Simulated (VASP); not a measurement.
Here is a VASP 6.6.1 calculation.

INCAR

```
SYSTEM = Al2Cu
PREC     = Accurate       ! precision mode
ENCUT    = 520            ! plane-wave cutoff, eV
EDIFF    = 1E-6           ! SCF threshold, eV
ISMEAR   = 0              ! smearing method
SIGMA    = 0.2            ! smearing width, eV
LREAL    = .False.        ! projectors in reciprocal space
LASPH    = .True.         ! aspherical terms in the spheres
NELM     = 80             ! most SCF steps
ALGO     = Fast           ! electronic algorithm
ISIF     = 2              ! what is computed and relaxed
LWAVE    = .False.        ! write WAVECAR
LCHARG   = .True.         ! write CHGCAR
GGA      = PE             ! functional
LELF     = .True.         ! ELF
LVHAR    = .True.       
NBANDS   = 16             ! bands
```

The input KPOINTS:

```
regular mesh
0
Gamma
  7 7 4
  0 0 0
```

The input POSCAR:

```
Al2Cu
1.0
    2.8897518974     -0.0000000026      0.0000000000
   -1.4448759465      2.5025985551      0.0000000000
    0.0000000000      0.0000000000      6.1441467579
Al Cu
2 1
Direct
    0.3333333333      0.6666666667      0.8208965964
    0.6666666667      0.3333333333      0.1791034036
    0.0000000000      0.0000000000      0.5000000000
```

Potentials or basis: VASP PAW PBE potentials, release 64 (Al, Cu).

Run with:

```sh
$ cat potpaw_PBE.64/Al/POTCAR potpaw_PBE.64/Cu/POTCAR > POTCAR
$ mpirun -np 1 vasp_std > vasp.out
```

Task: Estimate the pressure.

Result: 0.1 GPa.

Task: What does it give for the largest force?

Result: 0.028 eV/Å.

Forces on the atoms (eV/Å):
```
Al   0.000  0.000 -0.028
Al   0.000  0.000  0.028
Cu   0.000  0.000  0.000
```
